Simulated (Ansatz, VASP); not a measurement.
# MgS: VASP beside Ansatz

```xyz
4
Lattice="2.7464 2.7464 0.0000 -2.5648 2.5648 0.0000 0.0000 0.0000 5.1096" Properties=species:S:1:pos:R:3 pbc="T T T"
Mg    0.0000    0.0000    0.0000
Mg    0.0908    2.6556    2.5548
S     0.0908    2.6556    0.0000
S     0.0000    0.0000    2.5548
```

Alike in both runs: task single point; functional PBEsol; k mesh 6 × 6 × 6; occupations gaussian, width 0.02 eV; no spin polarisation.

|  | VASP | Ansatz |
| --- | --- | --- |
| version | VASP 6.6.1 | Ansatz 0.2.0 |
| potentials or method | VASP PAW PBE potentials, release 64 (Mg, S), cutoff 520 eV | scalar-relativistic, plane waves, PAW |
| valence electrons in the cell | 16 | 32 |

Ansatz gave:

| Item | Value |
| --- | --- |
| gap on the k mesh at the Fermi level (eV) | 2.05 |
| least direct gap on the mesh (eV) | 2.05 |
| pressure (GPa) | -2.2 |
| traceless stress, the component that is largest in VASP (GPa) | -3.37 |

Task: What did VASP give for the same quantities?

Result: gap on the k mesh at the Fermi level (eV): 2.05; least direct gap on the mesh (eV): 2.05; pressure (GPa): -2.4; traceless stress, the component that is largest in VASP (GPa): -3.37.

VASP's potentials were made for PBE, not for PBEsol. VASP's potentials hold 16 valence electrons a cell and Ansatz's 32, so a difference there can come from the potentials and not from the codes.
